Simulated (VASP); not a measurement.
# BP (I-4m2) in VASP: single point with PBE

Aim: the single point of BP with PBE.

All numbers are computed with VASP 6.6.1; they aren't measurements. Logs are shortened: lines on timing, memory, paths and dates and some standing lists are left out, and cuts for length are marked.

**1. The cell of the first run**

Symmetry: I-4m2, No. 119, tetragonal system. Conventional cell: a = 3.208 Å, b = 3.208 Å, c = 4.663 Å, α = 90.00°, β = 90.00°, γ = 90.00°. B (site symmetry -4m2) has 4 P at 1.98 Å within 2.6 Å. Within 2.6 Å of P (site symmetry -4m2) lie 4 B at 1.98 Å.

**2. Single point, PBE (uniaxial x strain +2.8%)**

The input, INCAR:

```
PREC = Accurate
ENCUT = 520
EDIFF = 1E-6
ISMEAR = -1
SIGMA = 0.02
LREAL = F
LASPH = T
NELM = 80
ALGO = Normal
ISIF = 2
LWAVE = F
LCHARG = T
GGA = PE
LELF = T
LVHAR = T
NBANDS = 11
```

The input, KPOINTS:

```
Automatic mesh
0
Gamma
  10 10 10
```

The input, POSCAR:

```
BP
1.0
    0.0000000000      2.2683156840      2.2683156840
    2.3316016915      0.0000000000      2.2683156840
    2.3316016915      2.2683156840      0.0000000000
B P
1 1
Direct
    0.0000000000      0.0000000000      0.0000000000
    0.2500000000      0.2500000000      0.2500000000
```

Potentials or basis: VASP PAW PBE potentials, release 64 (B, P).

Run with:

```sh
> cat potpaw_PBE.64/B/POTCAR potpaw_PBE.64/P/POTCAR > POTCAR
> mpirun -np 1 vasp_std > vasp.out
```

OUTCAR:

```text
PREC = Accurate
   ENCUT = 520
   EDIFF = 1E-6
   ISMEAR = -1
   LREAL = F
   LASPH = T
   NELM = 80
   ISIF = 2
   GGA = PE

 ion  position               nearest neighbor table
   1  0.000  0.000  0.000-   2 1.98   2 1.98   2 1.98   2 1.98
   2  0.250  0.250  0.250-   1 1.98   1 1.98   1 1.98   1 1.98

  LATTYP: Found a body centered tetragonal cell.
 ALAT       =     3.2078828041
 C/A-ratio  =     1.4536701207

  Lattice vectors:

 A1 = (   2.3316016915,   0.0000000000,   2.2683156840)
 A2 = (   2.3316016915,   0.0000000000,  -2.2683156840)
 A3 = (  -2.3316016915,   2.2683156840,   0.0000000000)

Analysis of symmetry for initial positions (statically):
=====================================================================
 Subroutine PRICEL returns:
 Original cell was already a primitive cell.

 Routine SETGRP: Setting up the symmetry group for a
 body centered tetragonal supercell.

 Subroutine GETGRP returns: Found  8 space group operations
 (whereof  8 operations were pure point group operations)
 out of a pool of 16 trial point group operations.

The static configuration has the point symmetry D_2d.

Analysis of symmetry for dynamics (positions and initial velocities):
=====================================================================
 Subroutine PRICEL returns:
 Original cell was already a primitive cell.

 Routine SETGRP: Setting up the symmetry group for a
 body centered tetragonal supercell.

 Subroutine GETGRP returns: Found  8 space group operations
 (whereof  8 operations were pure point group operations)
 out of a pool of 16 trial point group operations.

The dynamic configuration has the point symmetry D_2d.

 Subroutine INISYM returns: Found  8 space group operations
 (whereof  8 operations are pure point group operations),
 and found     1 'primitive' translations

----------------------------------------------------------------------------------------

                                     Primitive cell

  volume of cell :      23.9934

  direct lattice vectors                    reciprocal lattice vectors
     0.000000000  2.268315684  2.268315684    -0.214444861  0.220427872  0.220427872
     2.331601691  0.000000000  2.268315684     0.214444861 -0.220427872  0.220427872
     2.331601691  2.268315684  0.000000000     0.214444861  0.220427872 -0.220427872

  length of vectors
     3.207882804  3.252940591  3.252940591     0.378369518  0.378369518  0.378369518

  position of ions in fractional coordinates (direct lattice)
     0.000000000  0.000000000  0.000000000
     0.250000000  0.250000000  0.250000000

  ion indices of the primitive-cell ions
   primitive index   ion index
                 1           1
                 2           2

----------------------------------------------------------------------------------------

 KPOINTS: Automatic mesh

Automatic generation of k-mesh.
 Grid dimensions read from file:
 generate k-points for:   10   10   10

 Generating k-lattice:

  Cartesian coordinates                     Fractional coordinates (reciprocal lattice)
    -0.021444486  0.022042787  0.022042787     0.100000000  0.000000000  0.000000000
     0.021444486 -0.022042787  0.022042787     0.000000000  0.100000000  0.000000000
     0.021444486  0.022042787 -0.022042787     0.000000000  0.000000000  0.100000000

  Length of vectors
     0.037836952  0.037836952  0.037836952

  Shift w.r.t. Gamma in fractional coordinates (k-lattice)
     0.000000000  0.000000000  0.000000000

 Subroutine IBZKPT returns following result:
 ===========================================

 Found    102 irreducible k-points:

 Following reciprocal coordinates:
            Coordinates               Weight
  0.000000  0.000000  0.000000      1.000000
  0.100000  0.000000  0.000000      8.000000
  0.200000  0.000000  0.000000      8.000000
  0.300000 -0.000000 -0.000000      8.000000
  0.400000  0.000000  0.000000      8.000000
  0.500000 -0.000000 -0.000000      4.000000
[... 16 lines left out ...]
  0.300000  0.300000  0.000000      4.000000
  0.400000  0.300000 -0.000000     16.000000
 [... further k-points ...]
   k-points           NKPTS =    102   k-points in BZ     NKDIM =    102   number of bands    NBANDS=     11
   number of dos      NEDOS =    301   number of ions     NIONS =      2
   total plane-waves  NPLWV =  13824
   dimension x,y,z NGX =    24 NGY =   24 NGZ =   24
   dimension x,y,z NGXF=    48 NGYF=   48 NGZF=   48
   ions per type =               1   1
   NGX,Y,Z   is equivalent  to a cutoff of  12.44, 12.27, 12.27 a.u.
   NGXF,Y,Z  is equivalent  to a cutoff of  24.88, 24.53, 24.53 a.u.
 SYSTEM =  unknown system
   PREC   = accura    normal or accurate (medium, high low for compatibility)
   ISTART =      0    job   : 0-new  1-cont  2-samecut
   ICHARG =      2    charge: 1-file 2-atom 10-const
   ISPIN  =      1    spin polarized calculation?
   LNONCOLLINEAR =      F non collinear calculations
   LSORBIT =      F    spin-orbit coupling
   LASPH  =      T    aspherical Exc in radial PAW
   ENCUT  =  520.0 eV  38.22 Ry    6.18 a.u.   5.96  6.05  6.05*2*pi/ulx,y,z
   NELM   =     80;   NELMIN=  2; NELMDL= -5     # of ELM steps
   EDIFF  = 0.1E-05   stopping-criterion for ELM
   LREAL  =      F    real-space projection
   EDIFFG = 0.1E-04   stopping-criterion for IOM
   NSW    =      0    number of steps for IOM
   IBRION =     -1    ionic relax: 0-MD 1-quasi-New 2-CG
   NFREE  =      0    steps in history (QN), initial steepest desc. (CG)
   ISIF   =      2    stress and relaxation
   ISYM   =      2    0-nonsym 1-usesym 2-fastsym
   POTIM  = 0.5000    time-step for ionic-motion
   TEBEG  =    0.0;   TEEND  =   0.0 temperature during run
   PSTRESS=    0.0 pullay stress
   NELECT =       8.0000    total number of electrons
   NUPDOWN=      -1.0000    fix difference up-down
   EMIN   =  10.00;   EMAX   =-10.00  energy-range for DOS
   EFERMI =   0.00;   METHOD = LEGACY
   ISMEAR =    -1;   SIGMA  =   0.02  broadening in eV -4-tet -1-fermi 0-gaus
   EFERMI_NEDOS =   21; number of points for ismear=-14 and -15
   IALGO  =     38    algorithm
   IMIX   =      4    mixing-type and parameters
     AMIX     =   0.40;   BMIX     =  1.00
     AMIX_MAG =   1.60;   BMIX_MAG =  1.00
  volume/ion in A,a.u.               =      12.00        80.96
  Fermi-wavevector in a.u.,A,eV,Ry     =   1.135205  2.145227 17.533704  1.288691
  Thomas-Fermi vector in A             =   2.271910
   LORBIT       =      0    0 simple, 1 ext, 2 COOP (PROOUT), +10 PAW based schemes
   GGA     = PE    functional components
[... 5 lines left out ...]
 non-spin polarized calculation
  energy-cutoff  :      520.00
  volume of cell :       23.99
 maximum number of plane-waves:       660
   NGX = 11   NGY = 13   NGZ = 13

 number of electron       7.9999999 magnetization

 Free energy of the ion-electron system (eV)
  ---------------------------------------------------
  ext. energy  EPLUGINS =         0.00000000
  ---------------------------------------------------
  free energy    TOTEN  =       -12.91575545 eV

  energy without entropy =      -12.91575545  energy(sigma->0) =      -12.91575545

 E-fermi :   7.5972     XC(G=0): -10.7939

 val. band max:        7.2138069199   @ k =   0.0000   0.0000   0.0000
 cond. band min:       8.2840060939   @ k =   0.4000   0.4000   0.0000
 fundamental gap:      1.0701991740
 Fermi energy:         7.5972458579

 k-point     1 :       0.0000    0.0000    0.0000
  band No.  band energies     occupation
      1      -8.1031      2.00000
      2       6.9393      2.00000
      3       7.2138      2.00000
      4       7.2138      2.00000
      5      10.4376      0.00000
      6      10.4376      0.00000
      7      10.5919      0.00000
      8      14.0809      0.00000
      9      18.4569      0.00000
     10      18.8067      0.00000
     11      19.5337      0.00000

 k-point     2 :       0.1000    0.0000    0.0000
  band No.  band energies     occupation
      1      -7.9268      2.00000
      2       5.8285      2.00000
      3       6.7452      2.00000
      4       6.9351      2.00000
      5      10.7958      0.00000
      6      10.8425      0.00000
      7      11.0294      0.00000
      8      14.6302      0.00000
      9      18.1946      0.00000
     10      18.8049      0.00000
     11      19.0180      0.00000

 k-point     3 :       0.2000    0.0000    0.0000
  band No.  band energies     occupation
      1      -7.4051      2.00000
      2       3.5362      2.00000
      3       6.1652      2.00000
      4       6.4104      2.00000
      5      10.9847      0.00000
      6      11.5891      0.00000
      7      11.6510      0.00000
      8      15.8801      0.00000
      9      17.7352      0.00000
     10      18.0942      0.00000
     11      19.8857      0.00000

 k-point     4 :       0.3000   -0.0000   -0.0000
  band No.  band energies     occupation
      1      -6.5687      2.00000
      2       1.2240      2.00000
      3       5.6576      2.00000
      4       5.9554      2.00000
      5      10.8550      0.00000
      6      11.9257      0.00000
      7      12.0044      0.00000
      8      16.9059      0.00000
      9      18.4310      0.00000
     10      18.4870      0.00000
     11      20.1328      0.00000

 k-point     5 :       0.4000    0.0000    0.0000
  band No.  band energies     occupation
      1      -5.5335      2.00000
      2      -0.7478      2.00000
      3       5.3327      2.00000
      4       5.6693      2.00000
      5      10.7088      0.00000
      6      11.8541      0.00000
      7      12.0036      0.00000
      8      17.1807      0.00000
      9      20.0041      0.00000
     10      20.1338      0.00000
     11      21.0379      0.00000

 k-point     6 :       0.5000   -0.0000   -0.0000
  band No.  band energies     occupation
      1      -4.8786      2.00000
      2      -1.7215      2.00000
      3       5.2223      2.00000
      4       5.5732      2.00000
      5      10.6510      0.00000
      6      11.7872      0.00000
      7      11.9484      0.00000
      8      17.1637      0.00000
      9      21.4168      0.00000
     10      21.4434      0.00000
     11      22.0033      0.00000

 k-point     7 :       0.1000    0.1000    0.0000
  band No.  band energies     occupation
      1      -7.8638      2.00000
      2       6.1562      2.00000
      3       6.3516      2.00000
      4       6.4119      2.00000
      5      10.0052      0.00000
      6      11.4484      0.00000
      7      11.7297      0.00000
      8      14.4983      0.00000
      9      17.8429      0.00000
     10      19.2267      0.00000
     11      19.2574      0.00000

 k-point     8 :       0.2000    0.1000    0.0000
  band No.  band energies     occupation
      1      -7.4524      2.00000
      2       4.3169      2.00000
      3       5.6217      2.00000
      4       6.1870      2.00000
      5      10.1503      0.00000
      6      12.0789      0.00000
      7      12.5469      0.00000
      8      14.6305      0.00000
      9      17.7235      0.00000
     10      19.0978      0.00000
     11      20.2418      0.00000
[... 141 lines left out ...]
 k-point    19 :       0.5000    0.2000    0.0000
  band No.  band energies     occupation
      1      -4.6152      2.00000
      2      -0.8217      2.00000
      3       3.1865      2.00000
      4       4.2756      2.00000
      5      10.0074      0.00000
      6      13.7850      0.00000
      7      14.3636      0.00000
      8      14.9221      0.00000
      9      19.7524      0.00000
     10      21.7102      0.00000
     11      23.6376      0.00000

 k-point    20 :      -0.4000    0.2000    0.0000
  band No.  band energies     occupation
      1      -4.4268      2.00000
      2      -1.0815      2.00000
      3       2.7567      2.00000
      4       4.5961      2.00000
      5      10.3313      0.00000
      6      13.5123      0.00000
      7      14.1772      0.00000
      8      16.9946      0.00000
      9      18.3634      0.00000
     10      19.5153      0.00000
     11      23.7767      0.00000

 k-point    21 :      -0.3000    0.2000   -0.0000
  band No.  band energies     occupation
      1      -5.3299      2.00000
      2       0.2962      2.00000
      3       2.6369      2.00000
      4       5.1458      2.00000
      5      10.8621      0.00000
      6      13.1086      0.00000
      7      14.0580      0.00000
      8      16.2641      0.00000
      9      17.4929      0.00000
     10      19.4748      0.00000
     11      23.8788      0.00000

 k-point    22 :      -0.2000    0.2000   -0.0000
  band No.  band energies     occupation
      1      -6.2982      2.00000
      2       1.9726      2.00000
      3       3.1204      2.00000
      4       5.8089      2.00000
      5      11.4131      0.00000
      6      12.3400      0.00000
      7      13.5351      0.00000
      8      15.3001      0.00000
      9      16.5869      0.00000
     10      20.4575      0.00000
     11      22.5024      0.00000

 k-point    23 :       0.3000    0.3000    0.0000
  band No.  band energies     occupation
      1      -6.0000      2.00000
      2       2.4197      2.00000
      3       3.8624      2.00000
      4       3.9445      2.00000
      5       8.5605      0.00000
      6      11.0105      0.00000
      7      15.5015      0.00000
      8      16.1438      0.00000
      9      19.8753      0.00000
     10      21.3101      0.00000
     11      23.4307      0.00000

 k-point    24 :       0.4000    0.3000   -0.0000
  band No.  band energies     occupation
      1      -5.1863      2.00000
      2       1.0877      2.00000
      3       3.1376      2.00000
      4       3.6109      2.00000
      5       8.8435      0.00000
      6      10.6728      0.00000
      7      16.0701      0.00000
      8      16.7670      0.00000
      9      20.8282      0.00000
     10      22.2308      0.00000
     11      23.8673      0.00000

 [... further k-points ...]
[... 5 lines left out ...]
  --------------------------------------------------------------------------------------
  -------------------------------------------------------------------------------------
  Total       -1.2398835     -0.1205144     -0.1205144     -0.0000000      0.0000000      0.0000000
  in kB      -82.7942381     -8.0474455     -8.0474455     -0.0000000      0.0000000      0.0000000
  external PRESSURE =     -32.9630430 kB  Pullay stress =       0.0000000 kB

 VOLUME and BASIS-vectors are now :
 -----------------------------------------------------------------------------
  energy-cutoff  :      520.00
  volume of cell :       23.99
      direct lattice vectors                 reciprocal lattice vectors
     0.000000000  2.268315684  2.268315684    -0.214444861  0.220427872  0.220427872
     2.331601691  0.000000000  2.268315684     0.214444861 -0.220427872  0.220427872
     2.331601691  2.268315684  0.000000000     0.214444861  0.220427872 -0.220427872

 POSITION                                       TOTAL-FORCE (eV/Angst)
 -----------------------------------------------------------------------------------
      0.00000      0.00000      0.00000         0.000000      0.000000      0.000000
      1.16580      1.13416      1.13416        -0.000000     -0.000000     -0.000000
 -----------------------------------------------------------------------------------
    total drift:                                0.000000      0.000000      0.000000

  FREE ENERGIE OF THE ION-ELECTRON SYSTEM (eV)
  ---------------------------------------------------
  free  energy   TOTEN  =       -12.9157554509 eV

  energy  without entropy=      -12.9157554509  energy(sigma->0) =      -12.91575545
```

Wall time 18 s (1 thread of AMD EPYC 9R45 (Zen 5), shared host); peak memory 0.12 GiB.

What came out:

- Free energy: -12.9158 eV
- Pressure: -3.3 GPa
- Band gap on the k mesh: 1.07 eV, indirect (least direct gap 3.22 eV)

Caveat: the cell differs from its parent crystal (uniaxial x strain +2.8%).
